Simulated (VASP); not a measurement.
# In (I4/mmm) in VASP: relaxation of cell and atoms with PBEsol

Aim: the relaxation of cell and atoms of In with PBEsol.

All numbers are computed with VASP 6.6.1; they aren't measurements. Logs are shortened: lines on timing, memory, paths and dates and some standing lists are left out, and cuts for length are marked.

## (1) The cell of the first run

It takes space group I4/mmm (No. 139, tetragonal). Conventional cell: a = 3.251 Å, b = 3.251 Å, c = 4.947 Å, α = 90.00°, β = 90.00°, γ = 90.00°. Within 4.3 Å of In (site symmetry 4/mmm) lie 12 In at 3.25 to 3.38 Å.

## (2) Relaxation of cell and atoms, PBEsol

File INCAR:

```
PREC     = Accurate       # precision mode
ENCUT    = 600            # plane-wave cutoff, eV
EDIFF    = 1E-6           # SCF threshold, eV
ISMEAR   = -1             # smearing method
SIGMA    = 0.05           # smearing width, eV
LREAL    = F              # projectors in reciprocal space
LASPH    = T              # aspherical terms in the spheres
NELM     = 60             # most SCF steps
ALGO     = Normal         # electronic algorithm
ISIF     = 3              # what is computed and relaxed
LWAVE    = F              # write WAVECAR
LCHARG   = F              # write CHGCAR
GGA      = PS             # functional
IBRION   = 2              # ionic algorithm
NSW      = 60             # ionic steps
EDIFFG   = -0.02          # ionic threshold
```

File KPOINTS:

```
regular mesh
0
Gamma
  20 20 20
```

File POSCAR:

```
In
1.0
   -1.6254700000      1.6254700000      2.4737000000
    1.6254700000     -1.6254700000      2.4737000000
    1.6254700000      1.6254700000     -2.4737000000
In
1
Direct
    0.0000000000      0.0000000000      0.0000000000
```

Potentials or basis: VASP PAW PBE potentials, release 64 (In_d).

Run with:

```bash
cat potpaw_PBE.64/In_d/POTCAR > POTCAR
mpirun -np 1 vasp_std > vasp.out
```

OUTCAR:

```text
PREC = Accurate
   ENCUT = 600
   EDIFF = 1E-6
   ISMEAR = -1
   LREAL = F
   LASPH = T
   NELM = 60
   ISIF = 3
   GGA = PS
   IBRION = 2
   NSW = 60
   EDIFFG = -0.02

 ion  position               nearest neighbor table
   1  0.000  0.000  0.000-

  LATTYP: Found a body centered tetragonal cell.
 ALAT       =     3.2509400000
 C/A-ratio  =     1.5218367611

  Lattice vectors:

 A1 = (  -1.6254700000,   1.6254700000,   2.4737000000)
 A2 = (   1.6254700000,  -1.6254700000,   2.4737000000)
 A3 = (   1.6254700000,   1.6254700000,  -2.4737000000)

Analysis of symmetry for initial positions (statically):
=====================================================================
 Subroutine PRICEL returns:
 Original cell was already a primitive cell.

 Routine SETGRP: Setting up the symmetry group for a
 body centered tetragonal supercell.

 Subroutine GETGRP returns: Found 16 space group operations
 (whereof 16 operations were pure point group operations)
 out of a pool of 16 trial point group operations.

The static configuration has the point symmetry D_4h.

Analysis of symmetry for dynamics (positions and initial velocities):
=====================================================================
 Subroutine PRICEL returns:
 Original cell was already a primitive cell.

 Routine SETGRP: Setting up the symmetry group for a
 body centered tetragonal supercell.

 Subroutine GETGRP returns: Found 16 space group operations
 (whereof 16 operations were pure point group operations)
 out of a pool of 16 trial point group operations.

The dynamic configuration has the point symmetry D_4h.

 Subroutine INISYM returns: Found 16 space group operations
 (whereof 16 operations are pure point group operations),
 and found     1 'primitive' translations

----------------------------------------------------------------------------------------

                                     Primitive cell

  volume of cell :      26.1436

  direct lattice vectors                    reciprocal lattice vectors
    -1.625470000  1.625470000  2.473700000     0.000000000  0.307603339  0.202126369
     1.625470000 -1.625470000  2.473700000     0.307603339  0.000000000  0.202126369
     1.625470000  1.625470000 -2.473700000     0.307603339  0.307603339  0.000000000

  length of vectors
     3.376906444  3.376906444  3.376906444     0.368069129  0.368069129  0.435016814

  position of ions in fractional coordinates (direct lattice)
     0.000000000  0.000000000  0.000000000

  ion indices of the primitive-cell ions
   primitive index   ion index
                 1           1

----------------------------------------------------------------------------------------

 KPOINTS: regular mesh

Automatic generation of k-mesh.
 Grid dimensions read from file:
 generate k-points for:   20   20   20

 Generating k-lattice:

  Cartesian coordinates                     Fractional coordinates (reciprocal lattice)
     0.000000000  0.015380167  0.010106318     0.050000000  0.000000000  0.000000000
     0.015380167  0.000000000  0.010106318     0.000000000  0.050000000  0.000000000
     0.015380167  0.015380167  0.000000000     0.000000000  0.000000000  0.050000000

  Length of vectors
     0.018403456  0.018403456  0.021750841

  Shift w.r.t. Gamma in fractional coordinates (k-lattice)
     0.000000000  0.000000000  0.000000000

 Subroutine IBZKPT returns following result:
 ===========================================

 Found    641 irreducible k-points:

 Following reciprocal coordinates:
            Coordinates               Weight
  0.000000  0.000000  0.000000      1.000000
  0.050000  0.000000 -0.000000      8.000000
  0.100000  0.000000 -0.000000      8.000000
  0.150000  0.000000  0.000000      8.000000
  0.200000  0.000000 -0.000000      8.000000
  0.250000  0.000000 -0.000000      8.000000
[... 16 lines left out ...]
 -0.400000  0.050000  0.000000     16.000000
 -0.350000  0.050000  0.000000     16.000000
 [... further k-points ...]
   k-points           NKPTS =    641   k-points in BZ     NKDIM =    641   number of bands    NBANDS=     10
   number of dos      NEDOS =    301   number of ions     NIONS =      1
   total plane-waves  NPLWV =  21952
   dimension x,y,z NGX =    28 NGY =   28 NGZ =   28
   dimension x,y,z NGXF=    56 NGYF=   56 NGZF=   56
   ions per type =               1
   NGX,Y,Z   is equivalent  to a cutoff of  13.78, 13.78, 13.78 a.u.
   NGXF,Y,Z  is equivalent  to a cutoff of  27.57, 27.57, 27.57 a.u.
 SYSTEM =  unknown system
   PREC   = accura    normal or accurate (medium, high low for compatibility)
   ISTART =      0    job   : 0-new  1-cont  2-samecut
   ICHARG =      2    charge: 1-file 2-atom 10-const
   ISPIN  =      1    spin polarized calculation?
   LNONCOLLINEAR =      F non collinear calculations
   LSORBIT =      F    spin-orbit coupling
   LASPH  =      T    aspherical Exc in radial PAW
   ENCUT  =  600.0 eV  44.10 Ry    6.64 a.u.   6.74  6.74  6.74*2*pi/ulx,y,z
   NELM   =     60;   NELMIN=  2; NELMDL= -5     # of ELM steps
   EDIFF  = 0.1E-05   stopping-criterion for ELM
   LREAL  =      F    real-space projection
   EDIFFG = -.2E-01   stopping-criterion for IOM
   NSW    =     60    number of steps for IOM
   IBRION =      2    ionic relax: 0-MD 1-quasi-New 2-CG
   NFREE  =      1    steps in history (QN), initial steepest desc. (CG)
   ISIF   =      3    stress and relaxation
   ISYM   =      2    0-nonsym 1-usesym 2-fastsym
   POTIM  = 0.5000    time-step for ionic-motion
   TEBEG  =    0.0;   TEEND  =   0.0 temperature during run
   PSTRESS=    0.0 pullay stress
   NELECT =      13.0000    total number of electrons
   NUPDOWN=      -1.0000    fix difference up-down
   EMIN   =  10.00;   EMAX   =-10.00  energy-range for DOS
   EFERMI =   0.00;   METHOD = LEGACY
   ISMEAR =    -1;   SIGMA  =   0.05  broadening in eV -4-tet -1-fermi 0-gaus
   EFERMI_NEDOS =   21; number of points for ismear=-14 and -15
   IALGO  =     38    algorithm
   IMIX   =      4    mixing-type and parameters
     AMIX     =   0.40;   BMIX     =  1.00
     AMIX_MAG =   1.60;   BMIX_MAG =  1.00
  volume/ion in A,a.u.               =      26.14       176.43
  Fermi-wavevector in a.u.,A,eV,Ry     =   1.296983  2.450943 22.887245  1.682165
  Thomas-Fermi vector in A             =   2.428405
   LORBIT       =      0    0 simple, 1 ext, 2 COOP (PROOUT), +10 PAW based schemes
   GGA     = PS    functional components
   LHFCALC =     F    Hartree Fock is set to
   AEXX    =    0.0000 exact exchange contribution
   IVDW    =     0    specifies the selected vdW correction
   LEPSILON=     F    determine dielectric tensor
   LRPA    =     F    only Hartree local field effects (RPA)
 conjugate gradient relaxation of ions
 non-spin polarized calculation
  energy-cutoff  :      600.00
  volume of cell :       26.14
 maximum number of plane-waves:       901
   NGX = 13   NGY = 13   NGZ = 13

--------------------------------------- Ionic step        1  -------------------------------------------

 number of electron      13.0000006 magnetization

 Free energy of the ion-electron system (eV)
  ---------------------------------------------------
  ext. energy  EPLUGINS =         0.00000000
  ---------------------------------------------------
  free energy    TOTEN  =        -2.98439949 eV

  energy without entropy =       -2.98046910  energy(sigma->0) =       -2.98243429

------------------------ aborting loop because EDIFF is reached ----------------------------------------

  FORCE on cell =-STRESS in cart. coord.  units (eV):
  Direction    XX          YY          ZZ          XY          YZ          ZX
  --------------------------------------------------------------------------------------
  -------------------------------------------------------------------------------------
  Total       -0.1258644     -0.1258644     -0.1697207      0.0000000      0.0000000      0.0000000
  in kB       -7.7134510     -7.7134510    -10.4011285      0.0000000      0.0000000      0.0000000
  external PRESSURE =      -8.6093435 kB  Pullay stress =       0.0000000 kB

 VOLUME and BASIS-vectors are now :
 -----------------------------------------------------------------------------
  energy-cutoff  :      600.00
  volume of cell :       26.14
      direct lattice vectors                 reciprocal lattice vectors
    -1.625470000  1.625470000  2.473700000     0.000000000  0.307603339  0.202126369
     1.625470000 -1.625470000  2.473700000     0.307603339  0.000000000  0.202126369
     1.625470000  1.625470000 -2.473700000     0.307603339  0.307603339  0.000000000
[... 106 lines left out ...]
 POSITION                                       TOTAL-FORCE (eV/Angst)
 -----------------------------------------------------------------------------------
      1.61664      1.61664      2.44993        -0.000000      0.000000      0.000000
 -----------------------------------------------------------------------------------
    total drift:                                0.000000     -0.000000      0.000000

  FREE ENERGIE OF THE ION-ELECTRON SYSTEM (eV)
  ---------------------------------------------------
  free  energy   TOTEN  =        -2.9859759044 eV

  energy  without entropy=       -2.9820335465  energy(sigma->0) =       -2.98400473

--------------------------------------- Ionic step        5  -------------------------------------------

 number of electron      13.0000004 magnetization

 Free energy of the ion-electron system (eV)
  ---------------------------------------------------
  ext. energy  EPLUGINS =         0.00000000
  ---------------------------------------------------
  free energy    TOTEN  =        -2.98610816 eV

  energy without entropy =       -2.98225573  energy(sigma->0) =       -2.98418194

 E-fermi :   7.5955     XC(G=0): -10.5064

 val. band max:        7.5897170069   @ k =   0.2500   0.2500   0.2000
 cond. band min:       7.5979949048   @ k =  -0.2000   0.4000   0.0500
 fundamental gap:      0.0082778979
 Fermi energy:         7.5955283046

 k-point     1 :       0.0000    0.0000    0.0000
  band No.  band energies     occupation
      1      -7.0316      2.00000
      2      -6.9355      2.00000
      3      -6.9355      2.00000
      4      -6.8331      2.00000
      5      -6.7390      2.00000
      6      -2.1151      2.00000
      7      18.3062      0.00000
      8      18.3062      0.00000
      9      18.4658      0.00000
     10      19.2131      0.00000

 k-point     2 :       0.0500    0.0000   -0.0000
  band No.  band energies     occupation
      1      -7.0274      2.00000
      2      -6.9355      2.00000
      3      -6.9311      2.00000
      4      -6.8327      2.00000
      5      -6.7407      2.00000
      6      -2.0595      2.00000
      7      17.5614      0.00000
      8      18.2283      0.00000
      9      18.2766      0.00000
     10      19.0952      0.00000
[... 274 lines left out ...]
 k-point    24 :      -0.3500    0.0500    0.0000
  band No.  band energies     occupation
      1      -7.0162      2.00000
      2      -6.9702      2.00000
      3      -6.8981      2.00000
      4      -6.7106      2.00000
      5      -6.6662      2.00000
      6       0.4982      2.00000
      7       8.1720      0.00002
      8      15.4171      0.00000
      9      16.8369      0.00000
     10      18.7603      0.00000

 [... further k-points ...]

------------------------ aborting loop because EDIFF is reached ----------------------------------------

  FORCE on cell =-STRESS in cart. coord.  units (eV):
  Direction    XX          YY          ZZ          XY          YZ          ZX
  --------------------------------------------------------------------------------------
  -------------------------------------------------------------------------------------
  Total        0.0085032      0.0085032     -0.0091752      0.0000000      0.0000000      0.0000000
  in kB        0.5319104      0.5319104     -0.5739470      0.0000000      0.0000000      0.0000000
  external PRESSURE =       0.1632913 kB  Pullay stress =       0.0000000 kB

 VOLUME and BASIS-vectors are now :
 -----------------------------------------------------------------------------
  energy-cutoff  :      600.00
  volume of cell :       25.61
      direct lattice vectors                 reciprocal lattice vectors
    -1.620006793  1.620006793  2.439844878     0.000000000  0.308640681  0.204931061
     1.620006793 -1.620006793  2.439844878     0.308640681  0.000000000  0.204931061
     1.620006793  1.620006793 -2.439844878     0.308640681  0.308640681  0.000000000

 POSITION                                       TOTAL-FORCE (eV/Angst)
 -----------------------------------------------------------------------------------
      0.00000      0.00000      0.00000        -0.000000     -0.000000      0.000000
 -----------------------------------------------------------------------------------
    total drift:                                0.000000     -0.000000      0.000000

  FREE ENERGIE OF THE ION-ELECTRON SYSTEM (eV)
  ---------------------------------------------------
  free  energy   TOTEN  =        -2.9861081615 eV

  energy  without entropy=       -2.9822557263  energy(sigma->0) =       -2.98418194

 reached required accuracy - stopping structural energy minimisation
```

It took 8.3 min on 1 thread of Oxide Virtual Turin-like, shared host; peak memory 0.31 GiB.

Results:

| Item | Value |
| --- | --- |
| Free energy | -2.9861 eV |
| Relaxed volume | 25.61 Å³/atom |
| Relaxed cell | a = 3.347 Å, b = 3.347 Å, c = 3.347 Å, α = 122.10°, β = 122.10°, γ = 86.40° |
| Space group after relaxing (to 0.1 Å) | I4/mmm (No. 139) |
| Energy gained by relaxing | 1.7 meV/atom |
| Ionic steps | 5 |
| Pressure after relaxing | 0.0 GPa |
| Band gap on the k mesh | zero (an odd number of electrons rules out a gap without spin polarisation) |

Step by step:
```tsv
step	energy change (eV)	largest force (eV/Å)	pressure (GPa)	volume (Å³)
1	0.0000	0.0000	-0.86	26.14
2	-0.0015	0.0000	0.01	25.62
3	-0.0015	0.0000	0.02	25.61
4	-0.0016	0.0000	0.01	25.61
5	-0.0017	0.0000	0.02	25.61
```

Final structure:
```xyz
1
Lattice="-1.6200 1.6200 2.4398 1.6200 -1.6200 2.4398 1.6200 1.6200 -2.4398" Properties=species:S:1:pos:R:3 pbc="T T T"
In    0.0000    0.0000    0.0000
```

Caveat: the PAW data sets were made with another functional, which shifts forces and pressure a little; spin-orbit coupling is left out, which moves the levels of the heavy elements.
